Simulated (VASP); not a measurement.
# Ir in VASP: further runs, part 2 of 2

VASP 6.6.1.

**4. Single point, PBEsol**

INCAR reads:

```
PREC     = Accurate       # precision mode
ENCUT    = 500            # plane-wave cutoff, eV
EDIFF    = 1E-6           # SCF threshold, eV
ISMEAR   = -1             # smearing method
SIGMA    = 0.05           # smearing width, eV
LREAL    = F              # projectors in reciprocal space
LASPH    = T              # aspherical terms in the spheres
NELM     = 120            # most SCF steps
ALGO     = Normal         # electronic algorithm
ISIF     = 2              # what is computed and relaxed
LWAVE    = F              # write WAVECAR
LCHARG   = T              # write CHGCAR
GGA      = PS             # functional
LELF     = T              # ELF
LVHAR    = T            
NBANDS   = 10             # bands
GGA_COMPAT= F
```

KPOINTS reads:

```
regular mesh
0
Gamma
  12 12 12
```

POSCAR reads:

```
Ir
1.0
    0.0000000000      1.8967266333      1.9539120000
    1.8967266333      0.0000000000      1.9539120000
    1.8967266333      1.8967266333      0.0000000000
Ir
1
Direct
    0.0000000000      0.0000000000      0.0000000000
```

Potentials or basis: VASP PAW PBE potentials, release 64 (Ir).

The run is started by

```sh
cat potpaw_PBE.64/Ir/POTCAR > POTCAR
mpirun -np 1 vasp_std > vasp.out
```

OUTCAR:

```text
PREC = Accurate
   ENCUT = 500
   EDIFF = 1E-6
   ISMEAR = -1
   LREAL = F
   LASPH = T
   NELM = 120
   ISIF = 2
   GGA = PS

 ion  position               nearest neighbor table
   1  0.000  0.000  0.000-

  LATTYP: Found a body centered tetragonal cell.
 ALAT       =     2.6823765289
 C/A-ratio  =     1.4568513994

  Lattice vectors:

 A1 = (  -1.8967266333,   0.0000000000,   1.9539120000)
 A2 = (   1.8967266333,   0.0000000000,   1.9539120000)
 A3 = (   0.0000000000,   1.8967266333,  -1.9539120000)

Analysis of symmetry for initial positions (statically):
=====================================================================
 Subroutine PRICEL returns:
 Original cell was already a primitive cell.

 Routine SETGRP: Setting up the symmetry group for a
 body centered tetragonal supercell.

 Subroutine GETGRP returns: Found 16 space group operations
 (whereof 16 operations were pure point group operations)
 out of a pool of 16 trial point group operations.

The static configuration has the point symmetry D_4h.

Analysis of symmetry for dynamics (positions and initial velocities):
[... 161 lines left out ...]
 Fermi energy:        10.3809466498

 k-point     1 :       0.0000    0.0000    0.0000
  band No.  band energies     occupation
      1      -0.9027      2.00000
      2       6.1548      2.00000
      3       6.5502      2.00000
      4       6.5502      2.00000
      5       8.8750      2.00000
      6       9.4146      2.00000
      7      24.6814      0.00000
      8      29.6500      0.00000
      9      30.5943      0.00000
     10      30.5943      0.00000
[... 287 lines left out ...]
 k-point    24 :      -0.4167    0.1667    0.0000
  band No.  band energies     occupation
      1       3.0904      2.00000
      2       5.4365      2.00000
      3       7.3067      2.00000
      4       7.3096      2.00000
      5      10.7668      0.00089
      6      14.2946      0.00000
      7      17.4714      0.00000
      8      25.2455      0.00000
      9      28.0314      0.00000
     10      30.2949      0.00000

 [... further k-points ...]

------------------------ aborting loop because EDIFF is reached ----------------------------------------

  FORCE on cell =-STRESS in cart. coord.  units (eV):
  Direction    XX          YY          ZZ          XY          YZ          ZX
  --------------------------------------------------------------------------------------
  -------------------------------------------------------------------------------------
  Total        0.4039830      0.4039830     -0.6792946      0.0000000      0.0000000     -0.0000000
  in kB       46.0393526     46.0393526    -77.4148490      0.0000000      0.0000000     -0.0000000
  external PRESSURE =       4.8879520 kB  Pullay stress =       0.0000000 kB

 VOLUME and BASIS-vectors are now :
 -----------------------------------------------------------------------------
  energy-cutoff  :      500.00
  volume of cell :       14.06
      direct lattice vectors                 reciprocal lattice vectors
     0.000000000  1.896726633  1.953912000    -0.263612052  0.263612052  0.255896888
     1.896726633  0.000000000  1.953912000     0.263612052 -0.263612052  0.255896888
     1.896726633  1.896726633  0.000000000     0.263612052  0.263612052 -0.255896888

 POSITION                                       TOTAL-FORCE (eV/Angst)
 -----------------------------------------------------------------------------------
      0.00000      0.00000      0.00000        -0.000000     -0.000000      0.000000
 -----------------------------------------------------------------------------------
    total drift:                                0.000000     -0.000000     -0.000000

  FREE ENERGIE OF THE ION-ELECTRON SYSTEM (eV)
  ---------------------------------------------------
  free  energy   TOTEN  =        -9.8302442002 eV

  energy  without entropy=       -9.8254727277  energy(sigma->0) =       -9.82785846
```

stdout:

```text
POSCAR found type information on POSCAR Ir
 POSCAR found :  1 types and       1 ions
 scaLAPACK will be used
 -----------------------------------------------------------------------------
|                                                                             |
|                                                                             |
|     You enforced a specific xc type in the INCAR file but a different       |
|     I HOPE YOU KNOW WHAT YOU ARE DOING!                                     |
|                                                                             |
 -----------------------------------------------------------------------------

 LDA part: xc-table for (Slater+PW92), standard interpolation
 POSCAR, INCAR and KPOINTS ok, starting setup
 FFT: planning ... GRIDC
 FFT: planning ... GRID_SOFT
 FFT: planning ... GRID
 WAVECAR not read
 entering main loop
```

Run time: 31 s. Hardware: 1 thread of Intel Xeon 8259CL, shared host; peak memory 0.15 GiB.

Results:

* Free energy: -9.8302 eV
* Pressure: 0.5 GPa

Caveat: the PAW data sets were made with another functional, which shifts forces and pressure a little; spin-orbit coupling is left out, which moves the levels of the heavy elements.

**5. Single point, PBEsol**

INCAR reads:

```
PREC = Accurate ; ENCUT = 500
EDIFF = 1E-6 ; ISMEAR = -1
SIGMA = 0.05 ; LREAL = F
LASPH = T ; NELM = 120
ALGO = Normal ; ISIF = 2
LWAVE = F ; LCHARG = F
GGA = PS ; NBANDS = 10
GGA_COMPAT = F
```

KPOINTS is that of step 4.

POSCAR reads:

```
Ir
1.0
    0.0000000000      1.8784003424      1.9922240000
    1.8784003424      0.0000000000      1.9922240000
    1.8784003424      1.8784003424      0.0000000000
Ir
1
Direct
    0.0000000000      0.0000000000      0.0000000000
```

Potentials or basis: VASP PAW PBE potentials, release 64 (Ir).

The run is started by

```sh
cat potpaw_PBE.64/Ir/POTCAR > POTCAR
mpirun -np 1 vasp_std > vasp.out
```

OUTCAR:

```text
PREC = Accurate
   ENCUT = 500
   EDIFF = 1E-6
   ISMEAR = -1
   LREAL = F
   LASPH = T
   NELM = 120
   ISIF = 2
   GGA = PS

 ion  position               nearest neighbor table
   1  0.000  0.000  0.000-

  LATTYP: Found a body centered tetragonal cell.
 ALAT       =     2.6564592398
 C/A-ratio  =     1.4999093306

  Lattice vectors:

 A1 = (  -1.8784003424,   0.0000000000,   1.9922240000)
 A2 = (   1.8784003424,   0.0000000000,   1.9922240000)
 A3 = (   0.0000000000,   1.8784003424,  -1.9922240000)

Analysis of symmetry for initial positions (statically):
=====================================================================
 Subroutine PRICEL returns:
 Original cell was already a primitive cell.

 Routine SETGRP: Setting up the symmetry group for a
 body centered tetragonal supercell.

 Subroutine GETGRP returns: Found 16 space group operations
 (whereof 16 operations were pure point group operations)
 out of a pool of 16 trial point group operations.

The static configuration has the point symmetry D_4h.

Analysis of symmetry for dynamics (positions and initial velocities):
=====================================================================
 Subroutine PRICEL returns:
 Original cell was already a primitive cell.

 Routine SETGRP: Setting up the symmetry group for a
 body centered tetragonal supercell.

 Subroutine GETGRP returns: Found 16 space group operations
 (whereof 16 operations were pure point group operations)
 out of a pool of 16 trial point group operations.

The dynamic configuration has the point symmetry D_4h.

 Subroutine INISYM returns: Found 16 space group operations
 (whereof 16 operations are pure point group operations),
 and found     1 'primitive' translations

----------------------------------------------------------------------------------------

                                     Primitive cell

  volume of cell :      14.0587
[... 99 lines left out ...]
   NUPDOWN=      -1.0000    fix difference up-down
   EMIN   =  10.00;   EMAX   =-10.00  energy-range for DOS
[... 5 lines left out ...]
     AMIX     =   0.40;   BMIX     =  1.00
     AMIX_MAG =   1.60;   BMIX_MAG =  1.00
  volume/ion in A,a.u.               =      14.06        94.87
  Fermi-wavevector in a.u.,A,eV,Ry     =   1.410937  2.666284 27.085691  1.990742
  Thomas-Fermi vector in A             =   2.532839
   LORBIT       =      0    0 simple, 1 ext, 2 COOP (PROOUT), +10 PAW based schemes
   GGA     = PS    functional components
   LHFCALC =     F    Hartree Fock is set to
   AEXX    =    0.0000 exact exchange contribution
   IVDW    =     0    specifies the selected vdW correction
   LEPSILON=     F    determine dielectric tensor
   LRPA    =     F    only Hartree local field effects (RPA)
 non-spin polarized calculation
  energy-cutoff  :      500.00
  volume of cell :       14.06
 maximum number of plane-waves:       369
   NGX =  9   NGY =  9   NGZ =  9

 number of electron       9.0000001 magnetization

 Free energy of the ion-electron system (eV)
  ---------------------------------------------------
  ext. energy  EPLUGINS =         0.00000000
  ---------------------------------------------------
  free energy    TOTEN  =        -9.79839630 eV

  energy without entropy =       -9.79299399  energy(sigma->0) =       -9.79569514

 E-fermi :  10.3678     XC(G=0): -14.1381

 val. band max:       10.3667298184   @ k =  -0.4167   0.4167   0.0000
 cond. band min:      10.3785468297   @ k =   0.3333   0.0833   0.0000
 fundamental gap:      0.0118170113
 Fermi energy:        10.3677805777

 k-point     1 :       0.0000    0.0000    0.0000
  band No.  band energies     occupation
      1      -0.9015      2.00000
      2       5.9049      2.00000
      3       6.7042      2.00000
      4       6.7042      2.00000
      5       8.5860      2.00000
      6       9.6721      2.00000
      7      24.7267      0.00000
      8      29.0775      0.00000
      9      30.9112      0.00000
     10      30.9112      0.00000
[... 287 lines left out ...]
 k-point    24 :      -0.4167    0.1667    0.0000
  band No.  band energies     occupation
      1       3.0832      2.00000
      2       5.3321      2.00000
      3       7.3199      2.00000
      4       7.4698      2.00000
      5      10.7322      0.00137
      6      14.4311      0.00000
      7      17.3564      0.00000
      8      24.7968      0.00000
      9      28.1695      0.00000
     10      30.6211      0.00000

 [... further k-points ...]
[... 5 lines left out ...]
  --------------------------------------------------------------------------------------
  -------------------------------------------------------------------------------------
  Total        0.8384526      0.8384526     -1.3591053      0.0000000      0.0000000     -0.0000000
  in kB       95.5530602     95.5530602   -154.8885110      0.0000000      0.0000000     -0.0000000
  external PRESSURE =      12.0725365 kB  Pullay stress =       0.0000000 kB

 VOLUME and BASIS-vectors are now :
 -----------------------------------------------------------------------------
  energy-cutoff  :      500.00
  volume of cell :       14.06
      direct lattice vectors                 reciprocal lattice vectors
     0.000000000  1.878400342  1.992224000    -0.266183938  0.266183938  0.250975794
     1.878400342  0.000000000  1.992224000     0.266183938 -0.266183938  0.250975794
     1.878400342  1.878400342  0.000000000     0.266183938  0.266183938 -0.250975794

 POSITION                                       TOTAL-FORCE (eV/Angst)
 -----------------------------------------------------------------------------------
      0.00000      0.00000      0.00000         0.000000      0.000000      0.000000
 -----------------------------------------------------------------------------------
    total drift:                                0.000000     -0.000000     -0.000000

  FREE ENERGIE OF THE ION-ELECTRON SYSTEM (eV)
  ---------------------------------------------------
  free  energy   TOTEN  =        -9.7983962970 eV

  energy  without entropy=       -9.7929939909  energy(sigma->0) =       -9.79569514
```

stdout:

```text
POSCAR found type information on POSCAR Ir
 POSCAR found :  1 types and       1 ions
 scaLAPACK will be used
 -----------------------------------------------------------------------------
|                                                                             |
|                                                                             |
|     You enforced a specific xc type in the INCAR file but a different       |
|     I HOPE YOU KNOW WHAT YOU ARE DOING!                                     |
|                                                                             |
 -----------------------------------------------------------------------------

 LDA part: xc-table for (Slater+PW92), standard interpolation
 POSCAR, INCAR and KPOINTS ok, starting setup
 FFT: planning ... GRIDC
 FFT: planning ... GRID_SOFT
 FFT: planning ... GRID
 WAVECAR not read
 entering main loop
```

It took 28 s on 1 thread of Intel Xeon 8259CL, shared host; peak memory 0.14 GiB.

Results:

```yaml
Free_energy: -9.7984 eV
Pressure: 1.2 GPa
```

Caveat: the PAW data sets were made with another functional, which shifts forces and pressure a little; spin-orbit coupling is left out, which moves the levels of the heavy elements.

**6. Summary**

| level | cell | k mesh | cutoff (eV) | grid for exact exchange (PRECFOCK) | gap on the mesh (eV) | pressure (GPa) |
| --- | --- | --- | --- | --- | --- | --- |
| r2SCANh | a = 2.709 Å, angles 60.0°, 1 atom | 6 × 6 × 6 | 520 | Normal | none | 3.2 |
| PBEsol | a = 2.696, b = 2.696, c = 2.737 Å, angles 59.5, 59.5, 61.0°, 1 atom | 12 × 12 × 12 | 500 | - | none | 0.5 |
| PBEsol | a = 2.723, b = 2.723, c = 2.682 Å, angles 60.5, 60.5, 59.0°, 1 atom | 12 × 12 × 12 | 500 | - | none | 0.5 |
| PBEsol | a = 2.738, b = 2.738, c = 2.656 Å, angles 61.0, 61.0, 58.0°, 1 atom | 12 × 12 × 12 | 500 | - | none | 1.2 |

Alike in all rows: task single point; potentials or basis VASP PAW PBE potentials, release 64 (Ir); no spin polarisation; smearing fermi-dirac 0.05 eV.

Caveats: some runs use coarse meshes; the PAW data sets were made with another functional, which shifts forces and pressure a little; spin-orbit coupling is left out, which moves the levels of the heavy elements.

Absolute energies hang on the potentials; compare differences alone.
